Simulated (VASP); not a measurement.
A run of VASP 6.6.1 is set up as follows.

The input INCAR:

```
ALGO = Normal
EDIFF = 1E-7
EDIFFG = -0.04
ENCUT = 600
GGA = PE
GGA_COMPAT = False
IBRION = 2
ISIF = 4
ISMEAR = 0
ISPIN = 2
LASPH = True
LCHARG = False
LDAU = True
LDAUJ = 0 0
LDAUL = 2 -1
LDAUPRINT = 1
LDAUTYPE = 2
LDAUU = 4 0
LMAXMIX = 4
LORBIT = 11
LREAL = False
LWAVE = False
MAGMOM = 0.67 0.67 0 0
NELM = 200
NELMIN = 4
NSW = 60
PREC = Accurate
SIGMA = 0.05
```

KPOINTS

```
k-points
0
Gamma
  8 8 4
```

File POSCAR:

```
CuO
1.0
    2.3418500000     -1.7113000000      0.0000000000
    2.3418500000      1.7113000000      0.0000000000
   -0.8500274268      0.0000000000      5.0578693947
Cu O
2 2
Direct
    0.0000000000      0.5000000000      0.0000000000
    0.5000000000      0.0000000000      0.5000000000
    0.5816000000      0.4184000000      0.2500000000
    0.4184000000      0.5816000000      0.7500000000
```

Potentials or basis: VASP PAW PBE potentials, release 64 (Cu, O).

Launch:

```sh
$ cat potpaw_PBE.64/Cu/POTCAR potpaw_PBE.64/O/POTCAR > POTCAR
$ mpirun -np 1 vasp_std > vasp.out
```

Task: What does it give for the site moments?

Result: Cu +0.65; O +0.30 μB.

Task: What does it give for the net moment?

Result: 1.99 μB per cell.

Eigenvalues of the final occupation matrices:
```csv
site,spin,trace,eigenvalues
site 1 d,1,4.91,0.96 0.97 0.97 0.98 1.03
site 1 d,2,4.26,0.40 0.95 0.97 0.97 0.98
site 2 d,1,4.91,0.96 0.97 0.97 0.98 1.03
site 2 d,2,4.26,0.40 0.95 0.97 0.97 0.98
```

The state reached can hang on the start; a lower one may exist.
